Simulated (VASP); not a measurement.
Here is a VASP 6.6.1 calculation.

The input POSCAR:

```
MgO
1.0
    0.0000000000      2.1021674168      2.1021674168
    2.1959240836      0.0000000000      2.1021674168
    2.1959240836      2.1021674168      0.0000000000
Mg O
1 1
Direct
    0.0000000000      0.0000000000      0.0000000000
    0.5000000000      0.5000000000      0.5000000000
```

The input INCAR.step1:

```
SYSTEM = MgO
ALGO = Normal ; EDIFF = 1E-5
ENCUT = 520 ; GGA = PE
ISIF = 2 ; ISMEAR = 0
LASPH = .True. ; LCHARG = .False.
LREAL = .False. ; LWAVE = .True.
NBANDS = 11 ; NELM = 80
PREC = Accurate ; SIGMA = 0.01
```

File INCAR.step2:

```
SYSTEM = MgO
ALGO = Normal ; EDIFF = 1E-6
ENCUT = 520 ; GGA = PE
HFSCREEN = 0.2079 ; ISIF = 2
ISMEAR = 0 ; ISTART = 1
LASPH = .True. ; LCHARG = .False.
LHFCALC = .True. ; LREAL = .False.
LWAVE = .False. ; NBANDS = 11
NELM = 80 ; PREC = Accurate
PRECFOCK = Normal ; SIGMA = 0.01
```

Contents of KPOINTS:

```
k-points
0
Gamma
  8 8 8
  0 0 0
```

Potentials or basis: VASP PAW PBE potentials, release 64 (Mg, O).

The run is started by

```console
$ cat potpaw_PBE.64/Mg/POTCAR potpaw_PBE.64/O/POTCAR > POTCAR
$ cp INCAR.step1 INCAR
$ mpirun -np 1 vasp_std > vasp.out
$ cp INCAR.step2 INCAR
$ mpirun -np 1 vasp_std > vasp.out
```

(1) Estimate the pressure.

(2) What does it give for the band gap on the k mesh?

Answers

(1) -6.8 GPa.

(2) 5.95 eV.

Caveat: the cell differs from its parent crystal (uniaxial x strain +4.5%); the stress differs along the axes, from -11 to -5 GPa; the PAW data sets were made with another functional, which shifts forces and pressure a little.
